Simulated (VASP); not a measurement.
# Se in VASP: notebook, part 2 of 2

VASP 6.6.1.

## 3. Electric field gradients, LDA (equal xy, yz and zx shear strains of +2 %)

File INCAR:

```
SYSTEM = Se
ALGO = Normal
EDIFF = 1E-8
ENCUT = 520
ISIF = 2
ISMEAR = -1
LASPH = .TRUE.
LCHARG = .FALSE.
LEFG = .TRUE.
LREAL = .FALSE.
LWAVE = .FALSE.
NBANDS = 16
NELM = 60
PREC = Accurate
SIGMA = 0.03
```

File KPOINTS:

```
k-points
0
G
  6 6 5
  0 0 0
```

File POSCAR:

```
Se
1.0
    4.3661999489      0.0436619995      0.0436619995
   -2.1452875738      3.7594090740      0.0159814010
    0.0495360000      0.0495360000      4.9536000000
Se
3
Direct
    0.2254000000      0.0000000000      0.3333333333
    0.0000000000      0.2254000000      0.6666666667
    0.7746000000      0.7746000000      0.0000000000
```

Potentials or basis: VASP PAW LDA potentials, release 64 (Se).

Started as:

```bash
cat potpaw_LDA.64/Se/POTCAR > POTCAR
mpirun -np 1 vasp_std > vasp.out
```

OUTCAR:

```text
SYSTEM = Se
   EDIFF = 1E-8
   ENCUT = 520
   ISIF = 2
   ISMEAR = -1
   LASPH = .TRUE.
   LREAL = .FALSE.
   NELM = 60
   PREC = Accurate

 ion  position               nearest neighbor table
   1  0.225  0.000  0.333-   2 2.35   3 2.42
   2  0.000  0.225  0.667-   3 2.35   1 2.35
   3  0.775  0.775  0.000-   2 2.35   1 2.42

  LATTYP: Found a triclinic cell.
 ALAT       =     4.4044703090
 B/A-ratio  =     2.0393883600
 C/A-ratio  =     0.9827452114
 COS(alpha) =     0.0044424019
 COS(beta)  =     0.5000757388
 COS(gamma) =     0.7246981347

  Lattice vectors:

 A1 = (   2.2209123751,   3.8030710735,   0.0596434005)
 A2 = (   6.5375763240,   3.7971970730,  -4.8502946000)
 A3 = (  -2.1452875738,   3.7594090740,   0.0159814010)

Analysis of symmetry for initial positions (statically):
=====================================================================
 Subroutine PRICEL returns:
[... 653 lines left out ...]
    -2.145287574  3.759409074  0.015981401    -0.002618969  0.264515884 -0.002618969
     0.049536000  0.049536000  4.953600000    -0.001999142 -0.001999142  0.201913368

 POSITION                                       TOTAL-FORCE (eV/Angst)
 -----------------------------------------------------------------------------------
      1.00065      0.02635      1.66104         0.191513     -0.150125     -0.301841
     -0.45052      0.88039      3.30600        -0.226661      0.388603     -0.043343
      1.72032      2.94586      0.04620         0.035148     -0.238478      0.345184
 -----------------------------------------------------------------------------------
    total drift:                                0.000073     -0.000006     -0.000027

  FREE ENERGIE OF THE ION-ELECTRON SYSTEM (eV)
  ---------------------------------------------------
  free  energy   TOTEN  =       -12.3093038144 eV

  energy  without entropy=      -12.3093038128  energy(sigma->0) =      -12.30930381

 Electric field gradients (V/A^2)
---------------------------------------------------------------------
 ion       V_xx      V_yy      V_zz      V_xy      V_xz      V_yz
---------------------------------------------------------------------
   1     170.719  -332.700   161.981    14.440     8.533   336.849
   2    -212.371    38.784   173.587  -205.593  -270.043  -153.616
   3    -202.884    35.224   167.660   222.984   290.359  -154.991
---------------------------------------------------------------------

 Electric field gradients after diagonalization (V/A^2)
 (convention: |V_zz| > |V_xx| > |V_yy|)
----------------------------------------------------------------------
 ion       V_xx      V_yy      V_zz     asymmetry (V_yy - V_xx)/ V_zz
----------------------------------------------------------------------
   1     333.772   169.614  -503.386       0.326
   2     322.133   154.102  -476.236       0.353
   3     331.148   167.689  -498.837       0.328
----------------------------------------------------------------------

           NMR quadrupolar parameters

 Cq : quadrupolar parameter    Cq=e*Q*V_zz/h
 eta: asymmetry parameters     (V_yy - V_xx)/ V_zz
 Q  : nuclear electric quadrupole moment in mb (millibarn)
----------------------------------------------------------------------
 ion       Cq(MHz)       eta       Q (mb)
----------------------------------------------------------------------
   1      -1.217       0.326       1.000
   2      -1.152       0.353       1.000
   3      -1.206       0.328       1.000
----------------------------------------------------------------------
```

stdout:

```text
POSCAR found type information on POSCAR Se
 POSCAR found :  1 types and       3 ions
 scaLAPACK will be used
 LDA part: xc-table for (Slater(with rela. corr.)+CA(PZ))
 , standard interpolation
 POSCAR, INCAR and KPOINTS ok, starting setup
 FFT: planning ... GRIDC
 FFT: planning ... GRID_SOFT
 FFT: planning ... GRID
 WAVECAR not read
 entering main loop
ion   1
     0.0000499    -0.2780487    -5.0045991    -2.0215687    -0.2315954    -3.8603012
     0.0000687    -0.2780487    -5.0045990    -2.0215687    -0.2315954    -3.8603011
     0.0000946    -0.2780487    -5.0045990    -2.0215687    -0.2315954    -3.8603011
     0.0001302    -0.2780487    -5.0045989    -2.0215687    -0.2315954    -3.8603011

     0.0000499   -13.3499180  -308.2250276  -128.2721618    -8.0439395  -230.4728898
     0.0000687   -13.3496066  -308.2175681  -128.2690542    -8.0437650  -230.4673216
     0.0000946   -13.3491022  -308.2054771  -128.2640175    -8.0434823  -230.4582957
     0.0001302   -13.3482889  -308.1859763  -128.2558943    -8.0430269  -230.4437380
[... 12 lines left out ...]
ion   3
     0.0000499    -3.4360709     2.1979158    -2.0976421    -4.3631386     1.7683020
     0.0000687    -3.4360709     2.1979158    -2.0976421    -4.3631386     1.7683020
     0.0000946    -3.4360709     2.1979158    -2.0976421    -4.3631385     1.7683020
     0.0001302    -3.4360708     2.1979158    -2.0976420    -4.3631385     1.7683019

     0.0000499  -204.2174591   141.5873949  -132.7814184  -265.7981995   108.8826259
     0.0000687  -204.2125295   141.5839504  -132.7782055  -265.7917792   108.8799849
     0.0000946  -204.2045390   141.5783670  -132.7729982  -265.7813727   108.8757040
     0.0001302  -204.1916514   141.5693616  -132.7646004  -265.7645893   108.8687989
```

Run time: 2.1 min. Hardware: 1 thread of AMD EPYC 7R13, shared host; peak memory 0.19 GiB.

Results:

```yaml
Free_energy: -12.3093 eV
Pressure: -0.9 GPa
Largest_force: 0.452 eV/Å
Band_gap_on_the_k_mesh: 1.03 eV (least direct gap 1.34 eV)
Largest_electric_field_gradient_by_atom: Se -503.4, -476.2, -498.8 V/Å²
```

Forces in eV/Å, atoms in the order of the input:
```
Se   0.192 -0.150 -0.302
Se  -0.227  0.389 -0.043
Se   0.035 -0.238  0.345
```

Stress tensor (GPa, compression positive):
```
-1.84 -0.65 -1.29
-0.65 -1.05 -0.93
-1.29 -0.93  0.05
```

Levels at points of the mesh, in eV from the valence-band top:
```tsv
k point	band 7	band 8	band 9	band 10	band 11	band 12
(0.00, 0.00, 0.00)	-2.00	-1.96	-0.33	1.69	2.01	2.23
(0.50, 0.00, 0.00)	-2.95	-1.72	-0.90	1.99	2.37	3.92
(0.00, 0.50, 0.00)	-2.82	-1.72	-0.91	1.84	2.35	4.25
(0.50, 0.50, 0.00)	-2.84	-1.74	-0.95	1.79	2.35	4.24
```

Electric field gradients, principal values (V/Å²):
| atom | least | middle | greatest (by size) |
| --- | --- | --- | --- |
| 1 Se | 169.614 | 333.772 | -503.386 |
| 2 Se | 154.102 | 322.133 | -476.236 |
| 3 Se | 167.689 | 331.148 | -498.837 |

Caveat: the cell differs from its parent crystal (equal xy, yz and zx shear strains of +2 %); without QUAD_EFG the Cq values of the log hold for a quadrupole moment of 1 mb, not for the nuclei; an odd mesh through Γ misses points on the zone boundary, where band edges can lie.
